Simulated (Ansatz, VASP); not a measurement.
TiN in VASP and in Ansatz

```xyz
2
Lattice="0.0000 1.9648 1.9648 1.9648 0.0000 1.9648 1.9648 1.9648 0.0000" Properties=species:S:1:pos:R:3 pbc="T T T"
Ti    0.0000    0.0000    0.0000
N     1.9648    1.9648    1.9648
```

Change from the starting cell: volume scaled by 0.8, PAW files.

Alike in both runs: task single point; functional r2SCAN; k mesh 17 × 17 × 17; occupations fermi-dirac, width 0.1 eV; no spin polarisation.

|  | VASP | Ansatz |
| --- | --- | --- |
| version | VASP 6.6.1 | Ansatz 0.2.0 |
| potentials or method | VASP PAW PBE potentials, release 64 (Ti_sv, N) | PAW with Ansatz's default frozen-core files, scalar-relativistic |
| plane-wave cutoff (eV) | 520 | 500 |
| valence electrons in the cell | 17 | 17 |

VASP gave:

| Quantity | Value |
| --- | --- |
| pressure (GPa) | 107.5 |

Problem. Which values does Ansatz return?

Solution. Pressure (GPa): 104.8.

VASP's potentials were made for PBE, not for r2SCAN. Both programs put the cell under a high pressure, so it lies far from rest at this level. The functional is the same, so the differences come from potentials, cutoffs and numerics.

Noted on VASP's run: the cell as given lies far from equilibrium.
